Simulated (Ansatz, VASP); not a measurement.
# GaN in VASP and in Ansatz

```
Ga N
1.0
     3.30003    0.00000    0.00000
    -1.65002    2.85791    0.00000
     0.00000    0.00000    4.75588
Ga N
2 2
Direct
  0.33333 0.66667 0.25000
  0.66667 0.33333 0.75000
  0.66667 0.33333 0.25000
  0.33333 0.66667 0.75000
```

Alike in both runs: task single point; functional PBEsol; k mesh 6 × 6 × 4; occupations gaussian, width 0.001 eV; no spin polarisation.

|  | VASP | Ansatz |
| --- | --- | --- |
| version | VASP 6.6.1 | Ansatz 0.2.0 |
| potentials or method | VASP PAW PBE potentials, release 64 (Ga_d, N) | plane waves |
| plane-wave cutoff (eV) | 600 | 420 |
| valence electrons in the cell | 36 | 36 |

```csv
,VASP,Ansatz,Ansatz less VASP
gap on the k mesh at the Fermi level (eV),1.41,1.40,-0.012
pressure (GPa),-0.3,0.1,+0.34
"traceless stress, the component that is largest in VASP (GPa)",-0.13,-0.66,-0.527
```

VASP's potentials were made for PBE, not for PBEsol.
